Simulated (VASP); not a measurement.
# Mg (P6_3/mmc) in VASP: further runs

The runs below take Mg through single point, with r2SCAN.

All numbers are computed with VASP 6.6.1; they aren't measurements. Logs are shortened: lines on timing, memory, paths and dates and some standing lists are left out, and cuts for length are marked.

## 1. The cell of the first run

Symmetry: P6_3/mmc, No. 194, hexagonal system. Conventional cell: a = 3.179 Å, b = 3.179 Å, c = 5.157 Å, α = 90.00°, β = 90.00°, γ = 120.00°. Within 4.2 Å of Mg (site symmetry -6m2) lie 12 Mg at 3.17 to 3.18 Å.

## 2. Single point, r2SCAN

POSCAR reads:

```
Mg
1.0
    3.1792646675      0.0000000000      0.0000000000
   -1.5896323337      2.7533239674      0.0000000000
    0.0000000000      0.0000000000      5.1568903974
Mg
2
Direct
    0.3333333333      0.6666666667      0.2500000000
    0.6666666667      0.3333333333      0.7500000000
```

INCAR.step1 reads:

```
ALGO = Normal
EDIFF = 1E-4
ENCUT = 520
GGA = PE
ISMEAR = -1
LASPH = True
LCHARG = False
LREAL = False
LWAVE = True
NBANDS = 9
NELM = 60
PREC = Accurate
SIGMA = 0.1
```

INCAR.step2 reads:

```
ALGO = Normal
EDIFF = 1E-6
ENCUT = 520
ISIF = 2
ISMEAR = -1
ISTART = 1
LASPH = True
LCHARG = True
LELF = True
LMIXTAU = True
LREAL = False
LVHAR = True
LWAVE = False
METAGGA = R2SCAN
NBANDS = 9
NELM = 60
PREC = Accurate
SIGMA = 0.1
```

KPOINTS reads:

```
k-points
0
Gamma
  7 7 4
```

Potentials or basis: VASP PAW PBE potentials, release 64 (Mg).

The run is started by

```sh
> cat potpaw_PBE.64/Mg/POTCAR > POTCAR
> cp INCAR.step1 INCAR
> mpirun -np 1 vasp_std > vasp.out
> cp INCAR.step2 INCAR
> mpirun -np 1 vasp_std > vasp.out
```

OUTCAR:

```text
EDIFF = 1E-6
   ENCUT = 520
   ISIF = 2
   ISMEAR = -1
   ISTART = 1
   LASPH = True
   LREAL = False
   METAGGA = R2SCAN
   NELM = 60
   PREC = Accurate

 ion  position               nearest neighbor table
   1  0.333  0.667  0.250-   2 3.17   2 3.17   2 3.17   2 3.17   2 3.17   2 3.17
   2  0.667  0.333  0.750-   1 3.17   1 3.17   1 3.17   1 3.17   1 3.17   1 3.17

  LATTYP: Found a hexagonal cell.
 ALAT       =     3.1792646675
 C/A-ratio  =     1.6220387218

  Lattice vectors:

 A1 = (   3.1792646675,   0.0000000000,   0.0000000000)
 A2 = (  -1.5896323337,   2.7533239674,   0.0000000000)
 A3 = (   0.0000000000,   0.0000000000,   5.1568903974)

Analysis of symmetry for initial positions (statically):
=====================================================================
 Subroutine PRICEL returns:
 Original cell was already a primitive cell.

 Routine SETGRP: Setting up the symmetry group for a
 hexagonal supercell.

 Subroutine GETGRP returns: Found 24 space group operations
 (whereof 12 operations were pure point group operations)
 out of a pool of 24 trial point group operations.

The static configuration has the point symmetry D_3d.
 The point group associated with its full space group is D_6h.

Analysis of symmetry for dynamics (positions and initial velocities):
=====================================================================
 Subroutine PRICEL returns:
 Original cell was already a primitive cell.

 Routine SETGRP: Setting up the symmetry group for a
 hexagonal supercell.

 Subroutine GETGRP returns: Found 24 space group operations
 (whereof 12 operations were pure point group operations)
 out of a pool of 24 trial point group operations.

The dynamic configuration has the point symmetry D_3d.
 The point group associated with its full space group is D_6h.

 Subroutine INISYM returns: Found 24 space group operations
 (whereof 12 operations are pure point group operations),
 and found     1 'primitive' translations

----------------------------------------------------------------------------------------

                                     Primitive cell

  volume of cell :      45.1411

  direct lattice vectors                    reciprocal lattice vectors
     3.179264668  0.000000000  0.000000000     0.314538142  0.181598681  0.000000000
    -1.589632334  2.753323967  0.000000000     0.000000000  0.363197361  0.000000000
     0.000000000  0.000000000  5.156890397     0.000000000  0.000000000  0.193915310

  length of vectors
     3.179264668  3.179264667  5.156890397     0.363197361  0.363197361  0.193915310

  position of ions in fractional coordinates (direct lattice)
     0.333333333  0.666666667  0.250000000
     0.666666667  0.333333333  0.750000000

  ion indices of the primitive-cell ions
   primitive index   ion index
                 1           1
                 2           2

----------------------------------------------------------------------------------------

 KPOINTS: k-points

Automatic generation of k-mesh.
 Grid dimensions read from file:
 generate k-points for:    7    7    4

 Generating k-lattice:

  Cartesian coordinates                     Fractional coordinates (reciprocal lattice)
     0.044934020  0.025942669  0.000000000     0.142857143  0.000000000  0.000000000
     0.000000000  0.051885337  0.000000000     0.000000000  0.142857143  0.000000000
     0.000000000  0.000000000  0.048478827     0.000000000  0.000000000  0.250000000

  Length of vectors
     0.051885337  0.051885337  0.048478827

  Shift w.r.t. Gamma in fractional coordinates (k-lattice)
     0.000000000  0.000000000  0.000000000

 Subroutine IBZKPT returns following result:
 ===========================================

 Found     24 irreducible k-points:

 Following reciprocal coordinates:
            Coordinates               Weight
  0.000000  0.000000  0.000000      1.000000
  0.142857 -0.000000  0.000000      6.000000
  0.285714 -0.000000  0.000000      6.000000
  0.428571 -0.000000  0.000000      6.000000
  0.142857  0.142857  0.000000      6.000000
  0.285714  0.142857  0.000000     12.000000
[... 16 lines left out ...]
  0.428571  0.142857  0.500000      6.000000
  0.285714  0.285714  0.500000      6.000000
   k-points           NKPTS =     24   k-points in BZ     NKDIM =     24   number of bands    NBANDS=      9
   number of dos      NEDOS =    301   number of ions     NIONS =      2
   total plane-waves  NPLWV =  23040
   dimension x,y,z NGX =    24 NGY =   24 NGZ =   40
   dimension x,y,z NGXF=    48 NGYF=   48 NGZF=   80
   ions per type =               2
   NGX,Y,Z   is equivalent  to a cutoff of  12.55, 12.55, 12.90 a.u.
   NGXF,Y,Z  is equivalent  to a cutoff of  25.10, 25.10, 25.79 a.u.
 SYSTEM =  unknown system
   PREC   = accura    normal or accurate (medium, high low for compatibility)
   ISTART =      1    job   : 0-new  1-cont  2-samecut
   ICHARG =      0    charge: 1-file 2-atom 10-const
   ISPIN  =      1    spin polarized calculation?
   LNONCOLLINEAR =      F non collinear calculations
   LSORBIT =      F    spin-orbit coupling
   LASPH  =      T    aspherical Exc in radial PAW
   ENCUT  =  520.0 eV  38.22 Ry    6.18 a.u.   5.91  5.91  9.59*2*pi/ulx,y,z
   NELM   =     60;   NELMIN=  2; NELMDL=  0     # of ELM steps
   EDIFF  = 0.1E-05   stopping-criterion for ELM
   LREAL  =      F    real-space projection
   EDIFFG = 0.1E-04   stopping-criterion for IOM
   NSW    =      0    number of steps for IOM
   IBRION =     -1    ionic relax: 0-MD 1-quasi-New 2-CG
   NFREE  =      0    steps in history (QN), initial steepest desc. (CG)
   ISIF   =      2    stress and relaxation
   ISYM   =      2    0-nonsym 1-usesym 2-fastsym
   POTIM  = 0.5000    time-step for ionic-motion
   TEBEG  =    0.0;   TEEND  =   0.0 temperature during run
   PSTRESS=    0.0 pullay stress
   NELECT =       4.0000    total number of electrons
   NUPDOWN=      -1.0000    fix difference up-down
   EMIN   =  10.00;   EMAX   =-10.00  energy-range for DOS
   EFERMI =   0.00;   METHOD = LEGACY
   ISMEAR =    -1;   SIGMA  =   0.10  broadening in eV -4-tet -1-fermi 0-gaus
   EFERMI_NEDOS =   21; number of points for ismear=-14 and -15
   IALGO  =     38    algorithm
   IMIX   =      4    mixing-type and parameters
     AMIX     =   0.40;   BMIX     =  1.00
     AMIX_MAG =   1.60;   BMIX_MAG =  1.00
  volume/ion in A,a.u.               =      22.57       152.31
  Fermi-wavevector in a.u.,A,eV,Ry     =   0.729857  1.379229  7.247696  0.532691
  Thomas-Fermi vector in A             =   1.821682
   LORBIT       =      0    0 simple, 1 ext, 2 COOP (PROOUT), +10 PAW based schemes
   METAGGA = R2SCAN    functional components
   LHFCALC =     F    Hartree Fock is set to
   AEXX    =    0.0000 exact exchange contribution
   IVDW    =     0    specifies the selected vdW correction
   LEPSILON=     F    determine dielectric tensor
   LRPA    =     F    only Hartree local field effects (RPA)
 non-spin polarized calculation
  energy-cutoff  :      520.00
  volume of cell :       45.14
 maximum number of plane-waves:      1232
 NGX is ok and might be reduce to    24
   NGX = 11   NGY = 11   NGZ = 19

 number of electron       4.0000000 magnetization

 Free energy of the ion-electron system (eV)
  ---------------------------------------------------
  ext. energy  EPLUGINS =         0.00000000
  ---------------------------------------------------
  free energy    TOTEN  =        -8.31988584 eV

  energy without entropy =       -8.29172517  energy(sigma->0) =       -8.30580551

 E-fermi :   2.8005     XC(G=0):  -9.0969

 val. band max:        2.7867412357   @ k =   0.4286  -0.0000   0.2500
 cond. band min:       2.9765702366   @ k =   0.2857   0.2857   0.2500
 fundamental gap:      0.1898290009
 Fermi energy:         2.8005064816

 k-point     1 :       0.0000    0.0000    0.0000
  band No.  band energies     occupation
      1      -4.7327      2.00000
      2       0.8070      2.00000
      3       1.5438      1.99999
      4      14.5296      0.00000
      5      14.5296      0.00000
      6      14.7280      0.00000
      7      14.7280      0.00000
      8      15.4481      0.00000
      9      17.3483      0.00000

 k-point     2 :       0.1429   -0.0000    0.0000
  band No.  band energies     occupation
      1      -4.3008      2.00000
      2       1.2061      2.00000
      3       1.9515      1.99959
      4      10.1474      0.00000
      5      12.4687      0.00000
      6      13.1653      0.00000
      7      15.1912      0.00000
      8      16.0674      0.00000
      9      17.0698      0.00000

 k-point     3 :       0.2857   -0.0000    0.0000
  band No.  band energies     occupation
      1      -3.0165      2.00000
      2       2.4053      1.96229
      3       3.0651      0.13246
      4       5.9320      0.00000
      5      10.6684      0.00000
      6      10.8496      0.00000
      7      11.0236      0.00000
      8      13.4893      0.00000
      9      15.7322      0.00000

 k-point     4 :       0.4286   -0.0000    0.0000
  band No.  band energies     occupation
      1      -0.9165      2.00000
      2       1.9060      1.99974
      3       4.4066      0.00000
      4       5.4080      0.00000
      5       7.2371      0.00000
      6       7.9190      0.00000
      7      10.3023      0.00000
      8      12.1455      0.00000
      9      14.9019      0.00000
[... 205 lines left out ...]
 k-point    22 :       0.2857    0.1429    0.5000
  band No.  band energies     occupation
      1      -0.3016      2.00000
      2      -0.3016      2.00000
      3       5.4202      0.00000
      4       5.4202      0.00000
      5       8.3015      0.00000
      6       8.3015      0.00000
      7      11.4880      0.00000
      8      11.4880      0.00000
      9      16.0627      0.00000

 k-point    23 :       0.4286    0.1429    0.5000
  band No.  band energies     occupation
      1       1.7563      1.99994
      2       1.7563      1.99994
      3       2.6466      1.64652
      4       2.6466      1.64652
      5       7.9617      0.00000
      6       7.9617      0.00000
      7      13.4350      0.00000
      8      13.4350      0.00000
      9      13.7122      0.00000

 k-point    24 :       0.2857    0.2857    0.5000
  band No.  band energies     occupation
      1       1.6899      1.99997
      2       1.6899      1.99997
      3       4.1887      0.00000
      4       4.1887      0.00000
      5       5.3675      0.00000
      6       5.3675      0.00000
      7      13.3023      0.00000
      8      13.3023      0.00000
      9      15.6407      0.00000

------------------------ aborting loop because EDIFF is reached ----------------------------------------

  FORCE on cell =-STRESS in cart. coord.  units (eV):
  Direction    XX          YY          ZZ          XY          YZ          ZX
  --------------------------------------------------------------------------------------
  -------------------------------------------------------------------------------------
  Total       -0.2608634     -0.2608634      0.5123385     -0.0000000      0.0000000     -0.0000000
  in kB       -9.2587394     -9.2587394     18.1842630     -0.0000000      0.0000000     -0.0000000
  external PRESSURE =      -0.1110719 kB  Pullay stress =       0.0000000 kB

 VOLUME and BASIS-vectors are now :
 -----------------------------------------------------------------------------
  energy-cutoff  :      520.00
  volume of cell :       45.14
      direct lattice vectors                 reciprocal lattice vectors
     3.179264668  0.000000000  0.000000000     0.314538142  0.181598681  0.000000000
    -1.589632334  2.753323967  0.000000000     0.000000000  0.363197361  0.000000000
     0.000000000  0.000000000  5.156890397     0.000000000  0.000000000  0.193915310

 POSITION                                       TOTAL-FORCE (eV/Angst)
 -----------------------------------------------------------------------------------
     -0.00000      1.83555      1.28922         0.000000      0.000000      0.000000
      1.58963      0.91777      3.86767        -0.000000      0.000000      0.000000
 -----------------------------------------------------------------------------------
    total drift:                                0.000000     -0.000000      0.000000

  FREE ENERGIE OF THE ION-ELECTRON SYSTEM (eV)
  ---------------------------------------------------
  free  energy   TOTEN  =        -8.3198858431 eV

  energy  without entropy=       -8.2917251723  energy(sigma->0) =       -8.30580551
```

Run time: 50 s. Hardware: 1 thread of AMD EPYC 7R43 (Zen 3), shared host; peak memory 0.12 GiB.

Results:

```
Free energy            : -8.3199 eV
Pressure               : 0.0 GPa
Band gap on the k mesh : zero (bands 2 and 3 overlap by 1.98 eV)
```

Levels at points of the mesh, in eV from the Fermi level:
```
           k point  band 1  band 2  band 3  band 4  band 5
(0.00, 0.00, 0.00)   -7.53   -1.99   -1.26   11.73   11.73
(0.00, 0.00, 0.50)   -6.03   -6.03    5.39    5.39   12.50
```

Caveat: the PAW data sets were made with another functional, which shifts forces and pressure a little.

(Part 1 of 3 ends here.)
